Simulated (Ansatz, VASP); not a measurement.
## Si8O in VASP and in Ansatz

```xyz
9
Lattice="3.8155 0.0000 0.0000 0.0000 6.3129 0.0000 0.0000 0.0000 21.3319" Properties=species:S:1:pos:R:3 pbc="T T T"
Si    0.0000    5.9146    4.0000
Si    0.0000    3.5548    4.0000
Si    1.9078    2.7581    5.1014
Si    1.9078    0.3983    5.1014
Si    1.9078    5.8917    7.3178
Si    1.9078    3.5778    7.3178
Si    0.0000    2.6933    8.2319
Si    0.0000    0.4632    8.2319
O     1.9078    4.7976   10.4319
```

Alike in both runs: task single point; functional PBE; dispersion D3(BJ); k mesh 7 × 4 × 1; occupations gaussian, width 0.05 eV; collinear spin.

```csv
,VASP,Ansatz
version,VASP 6.6.1,Ansatz 0.2.0
potentials or method,"VASP PAW PBE potentials, release 64 (Si, O), cutoff 520 eV","scalar-relativistic, plane waves, PAW"
valence electrons in the cell,38,38
```

Ansatz gave:

```
gap on the k mesh at the Fermi level (eV)                     : none
rms of the force components (eV/Å)                            : 0.370
net moment per atom (μB)                                      : 0.17
size of the moment on the site where the two differ most (μB) : 1.61
```

Question: Which values does VASP return?

Answer: gap on the k mesh at the Fermi level (eV): none; rms of the force components (eV/Å): 0.366; net moment per atom (μB): 0.20; size of the moment on the site where the two differ most (μB): 1.29.

Site moments also hang on the region over which each program counts them. Atom by atom the forces differ by 0.032 eV/Å (rms over components). A gap of «none» marks a metal or a gap that the smearing closes. Ansatz's warnings: stability check not made.
